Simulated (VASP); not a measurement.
# Be2As3 (R-3m) in VASP: single point with PBE

Aim: the single point of Be2As3 with PBE.

Program: VASP 6.6.1. These are calculated values, not measurements. Logs are shortened: lines on timing, memory, paths and dates and some standing lists are left out, and cuts for length are marked.

## (1) The cell of the first run

Symmetry: R-3m, No. 166, trigonal system. The conventional cell has a = 3.397 Å, b = 3.397 Å, c = 23.619 Å, α = 90.00°, β = 90.00°, γ = 120.00°. Be (site symmetry 3m) has 6 As at 2.38 to 2.52 Å within 3.1 Å. As (site symmetry -3m) has 6 Be at 2.52 Å within 3.3 Å. As (site symmetry 3m) has 3 Be at 2.38 Å and 3 As at 2.82 Å within 3.1 Å.

## (2) Single point, PBE

Contents of INCAR:

```
PREC     = Accurate       # precision mode
ENCUT    = 520            # plane-wave cutoff, eV
EDIFF    = 1E-6           # SCF threshold, eV
ISMEAR   = 0              # smearing method
SIGMA    = 0.1            # smearing width, eV
LREAL    = F              # projectors in reciprocal space
LASPH    = T              # aspherical terms in the spheres
NELM     = 80             # most SCF steps
ALGO     = Normal         # electronic algorithm
ISIF     = 2              # what is computed and relaxed
LWAVE    = F              # write WAVECAR
LCHARG   = T              # write CHGCAR
GGA      = PE             # functional
LELF     = T              # ELF
LVHAR    = T            
NBANDS   = 18             # bands
```

Contents of KPOINTS:

```
Automatic mesh
0
Gamma
  6 6 6
```

Contents of POSCAR:

```
Be2As3
1.0
    1.6983867007      0.9805640188      7.8728838740
   -1.6983867007      0.9805640188      7.8728838740
    0.0000000000     -1.9611280377      7.8728838740
Be As
2 3
Direct
    0.4000000000      0.4000000000      0.4000000000
    0.6000000000      0.6000000000      0.6000000000
    0.0000000000      0.0000000000      0.0000000000
    0.2095000000      0.2095000000      0.2095000000
    0.7905000000      0.7905000000      0.7905000000
```

Potentials or basis: VASP PAW PBE potentials, release 64 (Be, As).

Launch:

```
cat potpaw_PBE.64/Be/POTCAR potpaw_PBE.64/As/POTCAR > POTCAR
mpirun -np 1 vasp_std > vasp.out
```

OUTCAR:

```text
PREC = Accurate
   ENCUT = 520
   EDIFF = 1E-6
   ISMEAR = 0
   LREAL = F
   LASPH = T
   NELM = 80
   ISIF = 2
   GGA = PE

 ion  position               nearest neighbor table
   1  0.400  0.400  0.400-   5 2.38   5 2.38   5 2.38   3 2.52   3 2.52   3 2.52
   2  0.600  0.600  0.600-   4 2.38   4 2.38   4 2.38   3 2.52   3 2.52   3 2.52
   3  0.000  0.000  0.000-   2 2.52   1 2.52   2 2.52   2 2.52   1 2.52   1 2.52
   4  0.209  0.209  0.209-   2 2.38   2 2.38   2 2.38   5 2.82   5 2.82   5 2.82
   5  0.791  0.791  0.791-   1 2.38   1 2.38   1 2.38   4 2.82   4 2.82   4 2.82

  LATTYP: Found a trigonal (rhomboedric) cell.
 ALAT       =     8.1134655773
 COS(alpha) =     0.9123624232

  Lattice vectors:

 A1 = (   1.6983867007,   0.9805640188,   7.8728838740)
 A2 = (  -1.6983867007,   0.9805640188,   7.8728838740)
 A3 = (   0.0000000000,  -1.9611280377,   7.8728838740)

Analysis of symmetry for initial positions (statically):
=====================================================================
 Subroutine PRICEL returns:
 Original cell was already a primitive cell.

 Routine SETGRP: Setting up the symmetry group for a
 trigonal (rhombohedral) supercell.

 Subroutine GETGRP returns: Found 12 space group operations
 (whereof 12 operations were pure point group operations)
 out of a pool of 12 trial point group operations.

The static configuration has the point symmetry D_3d.

Analysis of symmetry for dynamics (positions and initial velocities):
=====================================================================
 Subroutine PRICEL returns:
 Original cell was already a primitive cell.

 Routine SETGRP: Setting up the symmetry group for a
 trigonal (rhombohedral) supercell.

 Subroutine GETGRP returns: Found 12 space group operations
 (whereof 12 operations were pure point group operations)
 out of a pool of 12 trial point group operations.

The dynamic configuration has the point symmetry D_3d.

 Subroutine INISYM returns: Found 12 space group operations
 (whereof 12 operations are pure point group operations),
 and found     1 'primitive' translations

----------------------------------------------------------------------------------------

                                     Primitive cell

  volume of cell :      78.6679

  direct lattice vectors                    reciprocal lattice vectors
     1.698386701  0.980564019  7.872883874     0.294397030  0.169970204  0.042339420
    -1.698386701  0.980564019  7.872883874    -0.294397030  0.169970204  0.042339420
     0.000000000 -1.961128038  7.872883874     0.000000000 -0.339940409  0.042339420

  length of vectors
     8.113465577  8.113465577  8.113465577     0.342566939  0.342566939  0.342566939

  position of ions in fractional coordinates (direct lattice)
     0.400000000  0.400000000  0.400000000
     0.600000000  0.600000000  0.600000000
     0.000000000  0.000000000  0.000000000
     0.209500000  0.209500000  0.209500000
     0.790500000  0.790500000  0.790500000

  ion indices of the primitive-cell ions
   primitive index   ion index
                 1           1
                 2           2
                 3           3
                 4           4
                 5           5

----------------------------------------------------------------------------------------

 KPOINTS: Automatic mesh

Automatic generation of k-mesh.
 Grid dimensions read from file:
 generate k-points for:    6    6    6

 Generating k-lattice:

  Cartesian coordinates                     Fractional coordinates (reciprocal lattice)
     0.049066172  0.028328367  0.007056570     0.166666667  0.000000000  0.000000000
    -0.049066172  0.028328367  0.007056570     0.000000000  0.166666667  0.000000000
     0.000000000 -0.056656735  0.007056570     0.000000000  0.000000000  0.166666667

  Length of vectors
     0.057094490  0.057094490  0.057094490

  Shift w.r.t. Gamma in fractional coordinates (k-lattice)
     0.000000000  0.000000000  0.000000000

 Subroutine IBZKPT returns following result:
 ===========================================

 Found     32 irreducible k-points:

 Following reciprocal coordinates:
            Coordinates               Weight
  0.000000  0.000000  0.000000      1.000000
  0.166667  0.000000 -0.000000      6.000000
  0.333333 -0.000000 -0.000000      6.000000
  0.500000  0.000000 -0.000000      3.000000
  0.166667  0.166667 -0.000000      6.000000
  0.333333  0.166667 -0.000000     12.000000
[... 16 lines left out ...]
  0.500000  0.500000  0.166667      6.000000
 -0.333333  0.500000  0.166667     12.000000
 [... further k-points ...]
   k-points           NKPTS =     32   k-points in BZ     NKDIM =     32   number of bands    NBANDS=     18
   number of dos      NEDOS =    301   number of ions     NIONS =      5
   total plane-waves  NPLWV = 216000
   dimension x,y,z NGX =    60 NGY =   60 NGZ =   60
   dimension x,y,z NGXF=   120 NGYF=  120 NGZF=  120
   ions per type =               2   3
   NGX,Y,Z   is equivalent  to a cutoff of  12.29, 12.29, 12.29 a.u.
   NGXF,Y,Z  is equivalent  to a cutoff of  24.59, 24.59, 24.59 a.u.
 SYSTEM =  unknown system
   PREC   = accura    normal or accurate (medium, high low for compatibility)
   ISTART =      0    job   : 0-new  1-cont  2-samecut
   ICHARG =      2    charge: 1-file 2-atom 10-const
   ISPIN  =      1    spin polarized calculation?
   LNONCOLLINEAR =      F non collinear calculations
   LSORBIT =      F    spin-orbit coupling
   LASPH  =      T    aspherical Exc in radial PAW
   ENCUT  =  520.0 eV  38.22 Ry    6.18 a.u.  15.09 15.09 15.09*2*pi/ulx,y,z
   NELM   =     80;   NELMIN=  2; NELMDL= -5     # of ELM steps
   EDIFF  = 0.1E-05   stopping-criterion for ELM
   LREAL  =      F    real-space projection
   EDIFFG = 0.1E-04   stopping-criterion for IOM
   NSW    =      0    number of steps for IOM
   IBRION =     -1    ionic relax: 0-MD 1-quasi-New 2-CG
   NFREE  =      0    steps in history (QN), initial steepest desc. (CG)
   ISIF   =      2    stress and relaxation
   ISYM   =      2    0-nonsym 1-usesym 2-fastsym
   POTIM  = 0.5000    time-step for ionic-motion
   TEBEG  =    0.0;   TEEND  =   0.0 temperature during run
   PSTRESS=    0.0 pullay stress
   NELECT =      19.0000    total number of electrons
   NUPDOWN=      -1.0000    fix difference up-down
   EMIN   =  10.00;   EMAX   =-10.00  energy-range for DOS
   EFERMI =   0.00;   METHOD = LEGACY
   ISMEAR =     0;   SIGMA  =   0.10  broadening in eV -4-tet -1-fermi 0-gaus
   EFERMI_NEDOS =   21; number of points for ismear=-14 and -15
   IALGO  =     38    algorithm
   IMIX   =      4    mixing-type and parameters
     AMIX     =   0.40;   BMIX     =  1.00
     AMIX_MAG =   1.60;   BMIX_MAG =  1.00
  volume/ion in A,a.u.               =      15.73       106.18
  Fermi-wavevector in a.u.,A,eV,Ry     =   1.019515  1.926603 14.142034  1.039410
  Thomas-Fermi vector in A             =   2.153033
   LORBIT       =      0    0 simple, 1 ext, 2 COOP (PROOUT), +10 PAW based schemes
   GGA     = PE    functional components
   LHFCALC =     F    Hartree Fock is set to
   AEXX    =    0.0000 exact exchange contribution
   IVDW    =     0    specifies the selected vdW correction
   LEPSILON=     F    determine dielectric tensor
   LRPA    =     F    only Hartree local field effects (RPA)
 non-spin polarized calculation
 Gauss-broadening in eV      SIGMA  =   0.10
  energy-cutoff  :      520.00
  volume of cell :       78.67
 maximum number of plane-waves:      2135
   NGX = 31   NGY = 31   NGZ = 31

 number of electron      19.0000000 magnetization

 Free energy of the ion-electron system (eV)
  ---------------------------------------------------
  ext. energy  EPLUGINS =         0.00000000
  ---------------------------------------------------
  free energy    TOTEN  =       -19.96553382 eV

  energy without entropy =      -19.94462927  energy(sigma->0) =      -19.95508155

 E-fermi :   5.5318     XC(G=0): -10.3706

 val. band max:        5.5135409142   @ k =   0.5000   0.3333   0.3333
 cond. band min:       5.5344329665   @ k =  -0.1667   0.1667   0.0000
 fundamental gap:      0.0208920523
 Fermi energy:         5.5318452390

 k-point     1 :       0.0000    0.0000    0.0000
  band No.  band energies     occupation
      1      -8.4011      2.00000
      2      -6.5601      2.00000
      3      -5.6866      2.00000
      4       1.4689      2.00000
      5       1.4760      2.00000
      6       6.5578      0.00000
[... 10 lines left out ...]
     17      12.5163      0.00000
     18      13.1213      0.00000

 k-point     2 :       0.1667    0.0000   -0.0000
  band No.  band energies     occupation
      1      -7.9903      2.00000
      2      -6.2144      2.00000
      3      -5.3095      2.00000
      4       1.3117      2.00000
      5       2.0674      2.00000
      6       3.9777      2.00000
[... 10 lines left out ...]
     17      12.4474      0.00000
     18      12.6405      0.00000

 k-point     3 :       0.3333   -0.0000   -0.0000
  band No.  band energies     occupation
      1      -6.8286      2.00000
      2      -5.2707      2.00000
      3      -4.4810      2.00000
      4       0.1371      2.00000
      5       1.1960      2.00000
      6       2.4123      2.00000
[... 10 lines left out ...]
     17      11.9509      0.00000
     18      13.4869      0.00000

 k-point     4 :       0.5000    0.0000   -0.0000
  band No.  band energies     occupation
      1      -5.6416      2.00000
      2      -4.5106      2.00000
      3      -4.4815      2.00000
      4      -0.7062      2.00000
      5       0.1203      2.00000
      6       0.5285      2.00000
[... 375 lines left out ...]
      4      -0.1714      2.00000
      5       0.1282      2.00000
      6       1.3469      2.00000
[... 10 lines left out ...]
     17      12.3644      0.00000
     18      13.9829      0.00000

 k-point    23 :       0.5000    0.5000    0.1667
  band No.  band energies     occupation
      1      -6.6786      2.00000
      2      -5.8098      2.00000
      3      -3.9407      2.00000
      4       0.4978      2.00000
      5       0.9358      2.00000
      6       1.2699      2.00000
[... 10 lines left out ...]
     17      12.1548      0.00000
     18      12.9035      0.00000

 k-point    24 :      -0.3333    0.5000    0.1667
  band No.  band energies     occupation
      1      -5.6811      2.00000
      2      -5.0215      2.00000
      3      -3.9726      2.00000
      4       0.2474      2.00000
      5       0.3628      2.00000
      6       1.4505      2.00000
[... 10 lines left out ...]
     17      11.9652      0.00000
     18      13.0773      0.00000

 [... further k-points ...]
[... 5 lines left out ...]
  --------------------------------------------------------------------------------------
  -------------------------------------------------------------------------------------
  Total        0.3490275      0.3490275     -3.2866278      0.0000000      0.0000000     -0.0000000
  in kB        7.1084126      7.1084126    -66.9365726      0.0000000      0.0000000     -0.0000000
  external PRESSURE =     -17.5732491 kB  Pullay stress =       0.0000000 kB

 VOLUME and BASIS-vectors are now :
 -----------------------------------------------------------------------------
  energy-cutoff  :      520.00
  volume of cell :       78.67
      direct lattice vectors                 reciprocal lattice vectors
     1.698386701  0.980564019  7.872883874     0.294397030  0.169970204  0.042339420
    -1.698386701  0.980564019  7.872883874    -0.294397030  0.169970204  0.042339420
     0.000000000 -1.961128038  7.872883874     0.000000000 -0.339940409  0.042339420

 POSITION                                       TOTAL-FORCE (eV/Angst)
 -----------------------------------------------------------------------------------
      0.00000     -0.00000      9.44746         0.000000      0.000000     -0.319597
      0.00000     -0.00000     14.17119         0.000000     -0.000000      0.319597
      0.00000      0.00000      0.00000         0.000000     -0.000000     -0.000000
      0.00000     -0.00000      4.94811         0.000000     -0.000000      0.025934
      0.00000     -0.00000     18.67054         0.000000      0.000000     -0.025934
 -----------------------------------------------------------------------------------
    total drift:                                0.000000      0.000000     -0.000000

  FREE ENERGIE OF THE ION-ELECTRON SYSTEM (eV)
  ---------------------------------------------------
  free  energy   TOTEN  =       -19.9655338188 eV

  energy  without entropy=      -19.9446292744  energy(sigma->0) =      -19.95508155
```

Wall time 87 s (1 thread of Intel Xeon 6975P-C (Granite Rapids), shared host); peak memory 0.45 GiB.

Results:

```
Free energy   : -19.9655 eV
Pressure      : -1.8 GPa
Largest force : 0.320 eV/Å
```

Forces in eV/Å, atoms in the order of the input:
```
Be   0.000  0.000 -0.320
Be   0.000  0.000  0.320
As   0.000  0.000  0.000
As   0.000  0.000  0.026
As   0.000  0.000 -0.026
```

Stress tensor (GPa, compression positive):
```
 0.71  0.00  0.00
 0.00  0.71  0.00
 0.00  0.00 -6.69
```

Levels at points of the mesh, in eV from the Fermi level:
```
           k point  band 6  band 7  band 8  band 9  band 10  band 11  band 12  band 13  band 14  band 15
(0.00, 0.00, 0.00)    1.03    1.03    1.70    1.70     2.20     2.20     3.21     4.73     4.73     5.54
(0.50, 0.00, 0.00)   -5.00   -1.66   -1.47   -1.44    -1.08     0.17     1.88     2.08     4.87     4.98
(0.50, 0.50, 0.00)   -4.43   -3.16   -1.85   -1.29     0.37     0.40     1.07     2.61     3.89     4.82
(0.50, 0.50, 0.50)    1.06    1.06    1.26    1.77     1.77     1.96     1.96     5.16     5.70     5.70
```
